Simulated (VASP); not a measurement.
A run of VASP 6.6.1 is set up as follows.

Contents of POSCAR:

```
SiC
1.0
    3.0160039324      0.0000000000      0.0000000000
   -1.5080019662      2.6119360233      0.0000000000
    0.0000000000      0.0000000000     10.1147403814
Si C
4 4
Direct
    0.0000000000      0.0000000000      0.0004988879
    0.3333333333      0.6666666667      0.2505128233
    0.0000000000      0.0000000000      0.5004988879
    0.6666666667      0.3333333333      0.7505128233
    0.0000000000      0.0000000000      0.1867146946
    0.3333333333      0.6666666667      0.4372735942
    0.0000000000      0.0000000000      0.6867146946
    0.6666666667      0.3333333333      0.9372735942
```

The input INCAR.step1:

```
SYSTEM = SiC
ALGO = Normal ; EDIFF = 1E-4
ENCUT = 520 ; GGA = PE
ISMEAR = 0 ; LASPH = .TRUE.
LCHARG = .FALSE. ; LREAL = .FALSE.
LWAVE = .TRUE. ; NBANDS = 26
NELM = 60 ; PREC = Accurate
SIGMA = 0.01
```

INCAR.step2

```
SYSTEM = SiC
ALGO = Normal ; EDIFF = 1E-6
ENCUT = 520 ; ISIF = 2
ISMEAR = 0 ; ISTART = 1
LASPH = .TRUE. ; LCHARG = .FALSE.
LMIXTAU = .TRUE. ; LREAL = .FALSE.
LWAVE = .FALSE. ; METAGGA = R2SCAN
NBANDS = 26 ; NELM = 60
PREC = Accurate ; SIGMA = 0.01
```

Contents of KPOINTS:

```
k-points
0
G
  12 12 4
  0 0 0
```

Potentials or basis: VASP PAW PBE potentials, release 64 (Si, C).

Launch:

```bash
$ cat potpaw_PBE.64/Si/POTCAR potpaw_PBE.64/C/POTCAR > POTCAR
$ cp INCAR.step1 INCAR
$ mpirun -np 1 vasp_std > vasp.out
$ cp INCAR.step2 INCAR
$ mpirun -np 1 vasp_std > vasp.out
```

(1) Estimate the band gap on the k mesh.

(2) Predict the largest force.

(3) Predict the pressure.

Answers

(1) 2.45 eV (least direct gap 3.71 eV).

(2) 0.003 eV/Å.

(3) 8.9 GPa.

Caveat: the cell differs from its parent crystal (epitaxial xy strain -2.0%); the cell stands under pressure; the PAW data sets were made with another functional, which shifts forces and pressure a little.
